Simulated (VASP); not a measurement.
Input of a VASP 6.6.1 run:

Contents of INCAR:

```
SYSTEM = CS2
PREC = Accurate
ENCUT = 520
EDIFF = 1E-6
ISMEAR = -1
SIGMA = 0.05
LREAL = .False.
LASPH = .True.
NELM = 80
ALGO = Normal
ISIF = 2
LWAVE = .False.
LCHARG = .False.
GGA = PS
NBANDS = 25
```

Contents of KPOINTS:

```
Automatic mesh
0
Gamma
  6 6 3
  0 0 0
```

File POSCAR:

```
CS2
1.0
    3.6213188869     -2.9742173274      0.0000000000
    3.6213188869      2.9742173274      0.0000000000
    0.0000000000      0.0000000000      9.7851391890
S C
4 2
Direct
    0.1815210000      0.8184790000      0.8868670000
    0.3184790000      0.6815210000      0.3868670000
    0.6815210000      0.3184790000      0.6131330000
    0.8184790000      0.1815210000      0.1131330000
    0.5000000000      0.5000000000      0.5000000000
    0.0000000000      0.0000000000      0.0000000000
```

Potentials or basis: VASP PAW PBE potentials, release 64 (S, C).

Command:

```console
$ cat potpaw_PBE.64/S/POTCAR potpaw_PBE.64/C/POTCAR > POTCAR
$ mpirun -np 1 vasp_std > vasp.out
```

(1) Predict the pressure.

(2) What does it give for the largest force?

(3) What does it give for the band gap on the k mesh?

Answers

(1) 0.4 GPa.

(2) 0.416 eV/Å.

(3) 3.45 eV.

Caveat: this functional lacks dispersion, which holds the molecules together, so the pressure and a relaxed volume are unreliable; the PAW data sets were made with another functional, which shifts forces and pressure a little.
